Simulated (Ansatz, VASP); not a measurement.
## One calculation of Si, two programs

Contents of POSCAR:

```
Si
1.0
    2.6947259254      0.0000000000      0.0000000000
   -1.3473629627      2.3337011076      0.0000000000
    0.0000000000      0.0000000000      2.4314540957
Si
1
Direct
    0.0000000000      0.0000000000      0.0000000000
```

The input INCAR.step1:

```
SYSTEM = Si
PREC     = Accurate       ! precision mode
ENCUT    = 520            ! plane-wave cutoff, eV
ISMEAR   = 0              ! smearing method
SIGMA    = 0.15           ! smearing width, eV
LREAL    = .FALSE.        ! projectors in reciprocal space
LASPH    = .TRUE.         ! aspherical terms in the spheres
NELM     = 60             ! most SCF steps
NBANDS   = 8              ! bands
GGA      = PE             ! functional
ALGO     = Normal         ! electronic algorithm
EDIFF    = 1E-4           ! SCF threshold, eV
LWAVE    = .TRUE.         ! write WAVECAR
LCHARG   = .FALSE.        ! write CHGCAR
```

INCAR.step2

```
SYSTEM = Si
PREC     = Accurate       ! precision mode
ENCUT    = 520            ! plane-wave cutoff, eV
EDIFF    = 1E-6           ! SCF threshold, eV
ISMEAR   = 0              ! smearing method
SIGMA    = 0.15           ! smearing width, eV
LREAL    = .FALSE.        ! projectors in reciprocal space
LASPH    = .TRUE.         ! aspherical terms in the spheres
NELM     = 60             ! most SCF steps
ALGO     = Normal         ! electronic algorithm
ISIF     = 2              ! what is computed and relaxed
LWAVE    = .FALSE.        ! write WAVECAR
LCHARG   = .FALSE.        ! write CHGCAR
METAGGA  = R2SCAN         ! meta-GGA
LMIXTAU  = .TRUE.       
NBANDS   = 8              ! bands
ISTART   = 1
```

File KPOINTS:

```
Automatic mesh
0
G
  24 24 24
  0 0 0
```

Input for Ansatz:

```yaml
crystal:
  lattice:
    - [2.6947259254, 0.0, 0.0]
    - [-1.3473629627, 2.3337011076, 0.0]
    - [0.0, 0.0, 2.4314540957]
  atoms:
    - { symbol: Si, position: [0.0, 0.0, 0.0] }
basis:
  ecutwfc: 500
kpoints:
  mp_grid: { grid: [24, 24, 24] }
hamiltonian:
  xc: r2scan
scf:
  occupations: { method: gaussian, width: 0.15 }
output:
  forces: true
  stress: true
  eigenvalues: true
```

Change from the starting cell: strain +0.025 along x and y, -0.025 along z, atoms carried along.

Alike in both runs: task single point; functional r2SCAN; k mesh 24 × 24 × 24; occupations gaussian, width 0.15 eV; no spin polarisation.

```csv
,VASP,Ansatz
version,VASP 6.6.1,Ansatz 0.2.0
potentials or method,"VASP PAW PBE potentials, release 64 (Si), cutoff 520 eV","scalar-relativistic, plane waves, PAW"
valence electrons in the cell,4,4
```

```csv
,VASP,Ansatz,Ansatz less VASP
gap on the k mesh at the Fermi level (eV),none,none,-
pressure (GPa),-1.8,-1.8,+0.09
"traceless stress, the component that is largest in VASP (GPa)",5.35,5.45,+0.099
```

VASP's potentials were made for PBE, not for r2SCAN. A gap of «none» marks a metal or a gap that the smearing closes.
